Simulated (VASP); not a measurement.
A run of VASP 6.6.1 is set up as follows.

INCAR

```
SYSTEM = Se
PREC = Accurate ; ENCUT = 600
EDIFF = 1E-6 ; ISMEAR = -1
SIGMA = 0.1 ; LREAL = .FALSE.
LASPH = .TRUE. ; NELM = 60
ALGO = Normal ; ISIF = 3
LWAVE = .FALSE. ; LCHARG = .FALSE.
GGA = PE ; IBRION = 2
NSW = 60 ; EDIFFG = -0.005
```

File KPOINTS:

```
regular mesh
0
G
  11 11 11
  0 0 0
```

POSCAR

```
Se
1.0
    0.0000000000      2.9719609764      2.9719609764
    2.9719609764      0.0000000000      2.9719609764
    2.9719609764      2.9719609764      0.0000000000
Se
2
Direct
   -0.1250000000     -0.1250000000     -0.1250000000
    0.1250000000      0.1250000000      0.1250000000
```

Potentials or basis: VASP PAW PBE potentials, release 64 (Se).

Run with:

```sh
$ cat potpaw_PBE.64/Se/POTCAR > POTCAR
$ mpirun -np 1 vasp_std > vasp.out
```

(1) What does it give for the space group after relaxing (to 0.05 Å)?

(2) What does it give for the relaxed volume?

(3) Predict the relaxed cell.

(4) Predict the band gap on the k mesh.

Results:

(1) Fd-3m (No. 227).

(2) 31.77 Å³/atom.

(3) a = 4.479 Å, b = 4.479 Å, c = 4.479 Å, α = 60.00°, β = 60.00°, γ = 60.00°.

(4) zero (band 6 reaches 2.29 eV, above the bottom of band 7 at 1.26 eV).

Caveat: the volume moved by over 15 % at a fixed basis, so the end points are rough.
